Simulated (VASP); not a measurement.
Runs of VASP 6.6.1 on MoS3. The structure is that of space group Pm-3n (No. 223), or close to it. The cells are those of the table. The cell was generated, and may not be a known phase.

```tsv
task	spin	cell	k mesh	cutoff (eV)	gap on the mesh (eV)	pressure (GPa)	moment (μB)
single point	collinear	a = 4.923 Å, 8 atoms	4 × 4 × 4	520	none	(a)	(b)
relaxation of cell and atoms	off	relaxed from a = 4.923 Å, 8 atoms	8 × 8 × 8	600	none	0.0	-
single point	off	a = 4.925 Å, 8 atoms	8 × 8 × 8	520	none	-0.1	-
single point	collinear	a = 5.290 Å, 8 atoms	4 × 4 × 4	520	none	-18.0	0.31
```

Alike in all rows: level PBE; potentials or basis VASP PAW PBE potentials, release 64 (Mo_sv, S); smearing gaussian 0.1 eV.

**Question.** Estimate the missing entries.

**Answer.** (a) -0.2; (b) 0.00.

Caveats: the relaxation stopped at its first step, so nothing moved (at least some runs); the cell stands under tension (at least some runs).

A k mesh can miss the band edges, and the runs leave out spin-orbit coupling on Mo.

A gap of «none» marks levels without a gap at the run's occupations.
